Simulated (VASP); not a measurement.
Here is a VASP 6.6.1 calculation.

File INCAR:

```
ALGO = Normal ; EDIFF = 1E-8
ENCUT = 520 ; GGA = PS
IBRION = 8 ; ISIF = 2
ISMEAR = 0 ; LASPH = True
LCHARG = False ; LREAL = False
LWAVE = False ; NBANDS = 16
NELM = 60 ; NSW = 1
PREC = Accurate ; SIGMA = 0.01
```

The input KPOINTS:

```
k-points
0
Gamma
  8 8 8
```

POSCAR

```
GaAs
1.0
    0.0000000000      2.8432762035      2.8432762035
    2.8432762035      0.0000000000      2.8432762035
    2.8432762035      2.8432762035      0.0000000000
Ga As
1 1
Direct
    0.0000000000      0.0000000000      0.0000000000
    0.7500000000      0.7500000000      0.7500000000
```

Potentials or basis: VASP PAW PBE potentials, release 64 (Ga_d, As).

Launch:

```bash
$ cat potpaw_PBE.64/Ga_d/POTCAR potpaw_PBE.64/As/POTCAR > POTCAR
$ mpirun -np 1 vasp_std > vasp.out
```

(1) What does it give for the highest phonon frequency at Γ, LO-TO splitting left out?

Results:

(1) 258 cm⁻¹.
